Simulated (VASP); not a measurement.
Here is a VASP 6.6.1 calculation.

Contents of INCAR:

```
ALGO = Normal ; EDIFF = 1E-6
ENCUT = 520 ; GGA = PS
ISIF = 2 ; ISMEAR = -1
LASPH = True ; LCHARG = False
LREAL = False ; LWAVE = False
NBANDS = 34 ; NELM = 100
PREC = Accurate ; SIGMA = 0.05
```

Contents of KPOINTS:

```
k-points
0
Gamma
  7 7 7
```

POSCAR

```
LaPb3
1.0
    5.0022205068      0.0000000000      0.0000000000
    0.0000000000      5.0022205068      0.0000000000
    0.0000000000      0.0000000000      5.0022205068
La Pb
1 3
Direct
    0.0000000000      0.0000000000      0.0000000000
    0.0000000000      0.5000000000      0.5000000000
    0.5000000000      0.0000000000      0.5000000000
    0.5000000000      0.5000000000      0.0000000000
```

Potentials or basis: VASP PAW PBE potentials, release 64 (La, Pb_d).

Launch:

```sh
$ cat potpaw_PBE.64/La/POTCAR potpaw_PBE.64/Pb_d/POTCAR > POTCAR
$ mpirun -np 1 vasp_std > vasp.out
```

Q: Estimate the pressure.

A: -3.5 GPa.

Caveat: the PAW data sets were made with another functional, which shifts forces and pressure a little.
